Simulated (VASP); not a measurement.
# Al4BSbP2 (Fmm2) in VASP: a series of runs, part 2 of 2

VASP 6.6.1. The steps go on from the part before.

## Step 3: Relaxation of cell and atoms, PBE

Contents of INCAR:

```
SYSTEM = Al4BSbP2
PREC = Accurate
ENCUT = 600
EDIFF = 1E-6
ISMEAR = 0
SIGMA = 0.1
LREAL = .FALSE.
LASPH = .TRUE.
NELM = 100
ALGO = Normal
ISIF = 3
LWAVE = .FALSE.
LCHARG = .FALSE.
GGA = PE
IBRION = 2
NSW = 100
EDIFFG = -0.01
```

Contents of KPOINTS:

```
regular mesh
0
G
  6 6 6
  0 0 0
```

Contents of POSCAR:

```
Al4BSbP2
1.0
    0.0000000000      3.8576625166      5.8648193250
    3.6927636490      0.0000000000      5.8648193250
    3.6927636490      3.8576625166      0.0000000000
Al B Sb P
4 1 1 2
Direct
    0.1700078020      0.5761995416      0.4238004584
    0.8344603844      0.4303649918      0.1655396156
    0.5761995416      0.1700078020      0.8299921980
    0.4303649918      0.8344603844      0.5696350082
    0.4971769708      0.4971769708      0.5028230292
    0.9943283155      0.9943283155      0.0056716845
    0.7488841747      0.7488841747      0.7511158253
    0.2488841747      0.2488841747      0.2511158253
```

Potentials or basis: VASP PAW PBE potentials, release 64 (Al, B, Sb, P).

Command:

```sh
cat potpaw_PBE.64/Al/POTCAR potpaw_PBE.64/B/POTCAR potpaw_PBE.64/Sb/POTCAR potpaw_PBE.64/P/POTCAR > POTCAR
mpirun -np 1 vasp_std > vasp.out
```

OUTCAR:

```text
SYSTEM = Al4BSbP2
   PREC = Accurate
   ENCUT = 600
   EDIFF = 1E-6
   ISMEAR = 0
   LREAL = .FALSE.
   LASPH = .TRUE.
   NELM = 100
   ISIF = 3
   GGA = PE
   IBRION = 2
   NSW = 100
   EDIFFG = -0.01

 ion  position               nearest neighbor table
   1  0.170  0.576  0.424-   5 2.14   7 2.38   8 2.38   6 2.70   3 3.13
   2  0.834  0.430  0.166-   5 2.18   7 2.39   8 2.39   6 2.73   4 2.98
   3  0.576  0.170  0.830-   5 2.14   7 2.38   8 2.38   6 2.70   1 3.13
   4  0.430  0.834  0.570-   5 2.18   7 2.39   8 2.39   6 2.73   2 2.98
   5  0.497  0.497  0.503-   1 2.14   3 2.14   2 2.18   4 2.18
   6  0.994  0.994  0.006-   1 2.70   3 2.70   2 2.73   4 2.73
   7  0.749  0.749  0.751-   1 2.38   3 2.38   2 2.39   4 2.39
   8  0.249  0.249  0.251-   1 2.38   3 2.38   2 2.39   4 2.39

  LATTYP: Found a face centered orthorhombic cell.
 ALAT       =     7.3855272980
 B/A-ratio  =     1.0446545957
 C/A-ratio  =     1.5881924440

  Lattice vectors:

 A1 = (   0.0000000000,   3.8576625166,   5.8648193250)
 A2 = (   3.6927636490,   0.0000000000,   5.8648193250)
 A3 = (   3.6927636490,   3.8576625166,   0.0000000000)

Analysis of symmetry for initial positions (statically):
=====================================================================
 Subroutine PRICEL returns:
 Original cell was already a primitive cell.

 Routine SETGRP: Setting up the symmetry group for a
 face centered orthorhombic supercell.

 Subroutine GETGRP returns: Found  4 space group operations
 (whereof  4 operations were pure point group operations)
 out of a pool of  8 trial point group operations.

The static configuration has the point symmetry C_2v.

Analysis of symmetry for dynamics (positions and initial velocities):
=====================================================================
 Subroutine PRICEL returns:
 Original cell was already a primitive cell.

 Routine SETGRP: Setting up the symmetry group for a
 face centered orthorhombic supercell.

[... 159 lines left out ...]
 Free energy of the ion-electron system (eV)
  ---------------------------------------------------
  ext. energy  EPLUGINS =         0.00000000
  ---------------------------------------------------
  free energy    TOTEN  =       -37.37874820 eV

  energy without entropy =      -37.36585227  energy(sigma->0) =      -37.37230024

------------------------ aborting loop because EDIFF is reached ----------------------------------------

  FORCE on cell =-STRESS in cart. coord.  units (eV):
  Direction    XX          YY          ZZ          XY          YZ          ZX
  --------------------------------------------------------------------------------------
  -------------------------------------------------------------------------------------
  Total        0.4778438     -0.8004142      0.1325189      0.0000000      0.0000000      0.0000000
  in kB        4.5818001     -7.6747634      1.2706566      0.0000000      0.0000000      0.0000000
  external PRESSURE =      -0.6074356 kB  Pullay stress =       0.0000000 kB
[... 107 lines left out ...]
  FREE ENERGIE OF THE ION-ELECTRON SYSTEM (eV)
  ---------------------------------------------------
  free  energy   TOTEN  =       -37.4143262874 eV

  energy  without entropy=      -37.4058027400  energy(sigma->0) =      -37.41006451

[... ionic steps 4 to 10 ...]

--------------------------------------- Ionic step       11  -------------------------------------------

 number of electron      29.9999999 magnetization

------------------------ aborting loop because EDIFF is reached ----------------------------------------
[... 79 lines left out ...]
--------------------------------------- Ionic step       13  -------------------------------------------

 number of electron      29.9999999 magnetization

 Free energy of the ion-electron system (eV)
  ---------------------------------------------------
  ext. energy  EPLUGINS =         0.00000000
  ---------------------------------------------------
  free energy    TOTEN  =       -37.42713958 eV

  energy without entropy =      -37.41890610  energy(sigma->0) =      -37.42302284

 E-fermi :   4.8352     XC(G=0):  -9.2266

 val. band max:        4.8232468095   @ k =  -0.1667  -0.0000   0.1667
 cond. band min:       4.8418503062   @ k =   0.5000   0.1667   0.0000
 fundamental gap:      0.0186034967
 Fermi energy:         4.8352256944

 k-point     1 :       0.0000    0.0000    0.0000
  band No.  band energies     occupation
      1      -6.5757      2.00000
      2      -4.5306      2.00000
      3      -3.9293      2.00000
      4      -1.7684      2.00000
      5      -1.0117      2.00000
      6       0.0337      2.00000
[... 541 lines left out ...]
     19       7.5924      0.00000
     20       8.2462      0.00000

 [... further k-points ...]

------------------------ aborting loop because EDIFF is reached ----------------------------------------

  FORCE on cell =-STRESS in cart. coord.  units (eV):
  Direction    XX          YY          ZZ          XY          YZ          ZX
  --------------------------------------------------------------------------------------
  -------------------------------------------------------------------------------------
  Total       -0.0020951      0.0047790     -0.0058634      0.0000000      0.0000000      0.0000000
  in kB       -0.0201193      0.0458926     -0.0563066      0.0000000      0.0000000      0.0000000
  external PRESSURE =      -0.0101778 kB  Pullay stress =       0.0000000 kB
[... 23 lines left out ...]
  FREE ENERGIE OF THE ION-ELECTRON SYSTEM (eV)
  ---------------------------------------------------
  free  energy   TOTEN  =       -37.4271395799 eV

  energy  without entropy=      -37.4189061024  energy(sigma->0) =      -37.42302284

 reached required accuracy - stopping structural energy minimisation
```

OSZICAR:

```text
N       E                     dE             d eps       ncg     rms          rms(c)
DAV:   1     0.100403807599E+03    0.10040E+03   -0.11959E+04  1840   0.135E+03
DAV:   2    -0.308385696015E+02   -0.13124E+03   -0.12632E+03  2444   0.180E+02
DAV:   3    -0.395348446454E+02   -0.86963E+01   -0.85730E+01  2344   0.487E+01
[... 88 lines left out ...]
DAV:   5    -0.374271316464E+02    0.61989E-07   -0.60885E-07   944   0.463E-03
  12 F= -.37427132E+02 E0= -.37423015E+02  d E =-.541847E-05
       N       E                     dE             d eps       ncg     rms          rms(c)
DAV:   1    -0.374271391581E+02   -0.74497E-05   -0.49615E-04  1840   0.127E-01    0.841E-03
DAV:   2    -0.374271401590E+02   -0.10009E-05   -0.24375E-05  2292   0.278E-02    0.458E-03
DAV:   3    -0.374271395799E+02    0.57907E-06   -0.80890E-07  1108   0.595E-03
  13 F= -.37427140E+02 E0= -.37423023E+02  d E =-.133520E-04
```

It took 36 min on 1 thread of Intel Xeon 8259CL, shared host; peak memory 0.55 GiB.

What came out:

```
Free energy                           : -37.4271 eV
Relaxed volume                        : 20.86 Å³/atom
Relaxed cell                          : a = 7.001 Å, b = 7.001 Å, c = 5.315 Å, α = 67.69°, β = 67.69°, γ = 44.62°
Space group after relaxing (to 0.1 Å) : I-42m (No. 121)
Energy gained by relaxing             : 6.0 meV/atom
Ionic steps                           : 13
Pressure after relaxing               : 0.0 GPa
Band gap on the k mesh                : zero (bands 15 and 16 overlap by 1.40 eV)
```

The path:
```tsv
step	energy change (eV)	largest force (eV/Å)	pressure (GPa)	volume (Å³)
1	0.0000	0.3391	-0.06	167.09
2	-0.0192	0.2152	0.02	166.90
3	-0.0356	0.3106	0.20	166.53
4	-0.0458	0.1334	0.00	166.89
5	-0.0462	0.1024	-0.04	166.98
6	-0.0475	0.0468	-0.02	166.90
7	-0.0479	0.0343	0.00	166.83
8	-0.0481	0.0223	0.00	166.84
9	-0.0483	0.0385	-0.01	166.85
10	-0.0484	0.0115	0.01	166.83
11	-0.0484	0.0124	0.01	166.82
12	-0.0484	0.0117	0.00	166.85
13	-0.0484	0.0020	0.00	166.84
```

Final structure:
```
Al B Sb P
1.0
     0.00000    3.75841    5.90646
     3.75787    0.00000    5.90646
     3.75787    3.75841    0.00000
Al B Sb P
4 1 1 2
Direct
  0.16806 0.57197 0.42803
  0.83203 0.42812 0.16797
  0.57197 0.16806 0.83194
  0.42812 0.83203 0.57188
  0.50003 0.50003 0.49997
  0.00002 0.00002 0.99998
  0.75004 0.75004 0.74996
  0.25004 0.25004 0.24996
```

Caveat: spin-orbit coupling is left out, which moves the levels of the heavy elements.
